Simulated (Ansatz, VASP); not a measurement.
**C: VASP beside Ansatz**

The input POSCAR:

```
C
1.0
    0.0000000000      2.1267565396      3.5617636613
    1.2279212041      0.0000000000      3.5617636613
    1.2279212041      2.1267565396      0.0000000000
C
2
Direct
    0.1264591740      0.8173888690      0.2401968115
    0.8332960723      0.1667039277      0.8332960723
```

The input INCAR.step1:

```
SYSTEM = C
  ALGO = Normal
  EDIFF = 1E-4
  ENCUT = 520
  GGA = PE
  ISMEAR = 0
  LASPH = .True.
  LCHARG = .False.
  LREAL = .False.
  LWAVE = .True.
  NBANDS = 11
  NELM = 60
  PREC = Accurate
  SIGMA = 0.05
```

The input INCAR.step2:

```
SYSTEM = C
  ALGO = Normal
  EDIFF = 1E-7
  ENCUT = 520
  ISIF = 2
  ISMEAR = 0
  ISTART = 1
  LASPH = .True.
  LCHARG = .False.
  LMIXTAU = .True.
  LREAL = .False.
  LWAVE = .False.
  METAGGA = R2SCAN
  NBANDS = 11
  NELM = 60
  PREC = Accurate
  SIGMA = 0.05
```

File KPOINTS:

```
k-points
0
Gamma
  14 14 14
  0 0 0
```

Input for Ansatz:

```yaml
crystal:
  lattice:
    - [0.0, 2.1267565396, 3.5617636613]
    - [1.2279212041, 0.0, 3.5617636613]
    - [1.2279212041, 2.1267565396, 0.0]
  atoms:
    - { symbol: C, position: [0.126459174, 0.817388869, 0.2401968115] }
    - { symbol: C, position: [0.8332960723, 0.1667039277, 0.8332960723] }
basis:
  ecutwfc: 500
kpoints:
  mp_grid: { grid: [14, 14, 14] }
hamiltonian:
  xc: r2scan
scf:
  occupations: { method: gaussian, width: 0.05 }
output:
  forces: true
  stress: true
  eigenvalues: true
```

Alike in both runs: task single point; functional r2SCAN; k mesh 14 × 14 × 14; occupations gaussian, width 0.05 eV; no spin polarisation.

|  | VASP | Ansatz |
| --- | --- | --- |
| version | VASP 6.6.1 | Ansatz 0.2.0 |
| potentials or method | VASP PAW PBE potentials, release 64 (C), cutoff 520 eV | scalar-relativistic, plane waves, PAW |
| valence electrons in the cell | 8 | 8 |

```csv
,VASP,Ansatz,Ansatz less VASP
gap on the k mesh at the Fermi level (eV),0.20,0.20,0.000
least direct gap on the mesh (eV),0.20,0.20,0.000
pressure (GPa),3.0,2.4,-0.60
"traceless stress, the component that is largest in VASP (GPa)",10.47,9.93,-0.544
rms of the force components (eV/Å),3.761,3.758,-0.0030
```

VASP's potentials were made for PBE, not for r2SCAN. Atom by atom the forces differ by 0.025 eV/Å (rms over components).
